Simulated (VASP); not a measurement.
A run of VASP 6.6.1:

File INCAR:

```
SYSTEM = Mg2SO
ALGO = Normal
EDIFF = 1E-6
ENCUT = 520
GGA = PE
ISIF = 2
ISMEAR = -1
LASPH = .True.
LCHARG = .False.
LREAL = .False.
LWAVE = .False.
NBANDS = 16
NELM = 80
PREC = Accurate
SIGMA = 0.02
```

The input KPOINTS:

```
k-points
0
Gamma
  8 8 6
  0 0 0
```

File POSCAR:

```
Mg2SO
1.0
    3.4083939411      0.0000000000      0.0000000000
    0.0000000000      3.4083939411      0.0000000000
    0.0000000000      0.0000000000      5.0396441247
O Mg S
1 2 1
Direct
    0.0000000000      0.0000000000      0.0000000000
    0.0000000000      0.0000000000      0.5000000000
    0.5000000000      0.5000000000      0.0000000000
    0.5000000000      0.5000000000      0.5000000000
```

Potentials or basis: VASP PAW PBE potentials, release 64 (O, Mg, S).

The run is started by

```console
$ cat potpaw_PBE.64/O/POTCAR potpaw_PBE.64/Mg/POTCAR potpaw_PBE.64/S/POTCAR > POTCAR
$ mpirun -np 1 vasp_std > vasp.out
```

Hardware: 1 thread of Intel Xeon 8259CL (shared host).

Q: How long does it take, and how much memory?

A: Run time: 78 s on 1 thread of Intel Xeon 8259CL (shared host), peak memory 0.21 GiB. Counts: scf iterations 14, k points 60.
